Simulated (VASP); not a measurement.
Runs of VASP 6.6.1 on Os. The structure is that of space group Fm-3m (No. 225), or close to it. The cells are those of the table. 

| cell | gap on the mesh (eV) | pressure (GPa) |
| --- | --- | --- |
| a = 2.751, b = 2.751, c = 2.802 Å, angles 59.4, 59.4, 58.8°, 1 atom | none | -15.7 |
| a = 2.751, b = 2.751, c = 2.837 Å, angles 59.0, 59.0, 57.9°, 1 atom | none | -14.5 |
| a = 2.751, b = 2.751, c = 2.785 Å, angles 59.6, 59.6, 59.2°, 1 atom | none | (b) |
| a = 2.751, b = 2.751, c = 2.682 Å, angles 60.8, 60.8, 61.7°, 1 atom | none | -15.2 |
| a = 2.752, b = 2.752, c = 2.854 Å, angles 58.8, 58.8, 57.5°, 1 atom | none | -13.7 |
| a = 2.752, b = 2.752, c = 2.871 Å, angles 58.6, 58.6, 57.1°, 1 atom | none | -12.7 |
| a = 2.751, b = 2.751, c = 2.768 Å, angles 59.8, 59.8, 59.6°, 1 atom | none | (a) |

Alike in all rows: task single point; level r2SCAN; potentials or basis VASP PAW PBE potentials, release 64 (Os); no spin polarisation; k mesh 20 × 20 × 20; cutoff (eV) 520; smearing gaussian 0.15 eV.

Question: Estimate the missing entries.

Answer: (a) -16.3; (b) -16.0.

Caveats: the cell stands under tension; the PAW data sets were made with another functional, which shifts forces and pressure a little; spin-orbit coupling is left out, which moves the levels of the heavy elements.

A k mesh can miss the band edges, and the runs leave out spin-orbit coupling on Os.

A gap of «none» marks levels without a gap at the run's occupations.
